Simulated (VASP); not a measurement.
Here is a VASP 6.6.1 calculation.

The input INCAR:

```
SYSTEM = NiO
PREC     = Accurate       ! precision mode
ENCUT    = 520            ! plane-wave cutoff, eV
EDIFF    = 1E-7           ! SCF threshold, eV
ISMEAR   = 0              ! smearing method
SIGMA    = 0.1            ! smearing width, eV
LREAL    = .False.        ! projectors in reciprocal space
LASPH    = .True.         ! aspherical terms in the spheres
NELM     = 150            ! most SCF steps
ALGO     = Normal         ! electronic algorithm
ISIF     = 2              ! what is computed and relaxed
LWAVE    = .False.        ! write WAVECAR
LCHARG   = .False.        ! write CHGCAR
ISPIN    = 2              ! spin polarisation
MAGMOM   = 0.2 0.2 0.2 0.2 0.2 1.14 1.14 1.14 1.14 1.14 ! initial moments
LORBIT   = 11             ! projections on sites
LMAXMIX  = 4              ! l up to which the mixer works
LDIPOL   = .True.       
IDIPOL   = 3            
DIPOL    = 0.5 0.5 0.500
GGA      = PS             ! functional
NBANDS   = 55             ! bands
```

KPOINTS

```
regular mesh
0
Gamma
  12 12 1
  0 0 0
```

Contents of POSCAR:

```
NiO
1.0
    2.9105318459      0.0000000000      0.0000000000
   -1.4552659229      2.5205945171      0.0000000000
    0.0000000000      0.0000000000     25.6939768538
O Ni
5 5
Direct
    0.3333333333      0.6666666667      0.2918972039
    0.0000000000      0.0000000000      0.3843873355
    0.6666666667      0.3333333333      0.4768774671
    0.3333333333      0.6666666667      0.5693675987
    0.0000000000      0.0000000000      0.6618577303
    0.6666666667      0.3333333333      0.3381422697
    0.3333333333      0.6666666667      0.4306324013
    0.0000000000      0.0000000000      0.5231225329
    0.6666666667      0.3333333333      0.6156126645
    0.3333333333      0.6666666667      0.7081027961
```

Potentials or basis: VASP PAW PBE potentials, release 64 (O, Ni).

Command:

```sh
$ cat potpaw_PBE.64/O/POTCAR potpaw_PBE.64/Ni/POTCAR > POTCAR
$ mpirun -np 1 vasp_std > vasp.out
```

(1) Estimate the site moments.

(2) Estimate the largest force.

(3) Predict the net moment.

Results:

(1) O +0.06, -0.06, +0.01, +0.20, +0.17; Ni +0.62, -1.18, +1.25, +1.09, +0.78 μB.

(2) 3.680 eV/Å.

(3) 2.98 μB per cell.

Caveat: the PAW data sets were made with another functional, which shifts forces and pressure a little.
